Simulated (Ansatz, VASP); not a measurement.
GaAs: VASP beside Ansatz

File INCAR:

```
SYSTEM = GaAs
PREC = Accurate ; ENCUT = 520
EDIFF = 1E-6 ; ISMEAR = 0
SIGMA = 0.01 ; LREAL = .False.
LASPH = .True. ; NELM = 80
ALGO = Normal ; ISIF = 2
LWAVE = .False. ; LCHARG = .False.
GGA = PS ; NBANDS = 16
```

The input KPOINTS:

```
Automatic mesh
0
Gamma
  6 6 6
  0 0 0
```

POSCAR

```
GaAs
1.0
    3.9977700000      0.0000000000      0.0000000000
    1.9988850000      3.4621703785      0.0000000000
    1.9988850000      1.1540567928      3.2641655363
Ga As
1 1
Direct
    0.0000000000      0.0000000000      0.0000000000
    0.2500000000      0.2500000000      0.2500000000
```

Input for Ansatz:

```yaml
crystal:
  lattice:
    - [3.99777, 0.0, 0.0]
    - [1.9988850000000005, 3.4621703784873152, 0.0]
    - [1.9988850000000005, 1.1540567928291052, 3.264165536335435]
  atoms:
    - { symbol: Ga, position: [0.0, 0.0, 0.0] }
    - { symbol: As, position: [0.24999999999999997, 0.25000000000000006, 0.25] }
kpoints:
  mp_grid:
    grid: [6, 6, 6]
hamiltonian:
  xc: pbesol
scf:
  occupations:
    method: fixed
output:
  eigenvalues: true
```

Alike in both runs: task single point; functional PBEsol; k mesh 6 × 6 × 6; no spin polarisation.

```csv
,VASP,Ansatz
version,VASP 6.6.1,Ansatz 0.2.0
potentials or method,"VASP PAW PBE potentials, release 64 (Ga_d, As)","plane waves, PAW"
plane-wave cutoff (eV),520,420
occupations,"gaussian, width 0.01 eV",fixed
valence electrons in the cell,18,28
```

Ansatz gave:

- gap on the k mesh at the Fermi level (eV): 0.44

Q: Which values does VASP return?

A: gap on the k mesh at the Fermi level (eV): 0.45.

VASP's potentials were made for PBE, not for PBEsol. VASP's potentials hold 18 valence electrons a cell and Ansatz's 28, so a difference there can come from the potentials and not from the codes.
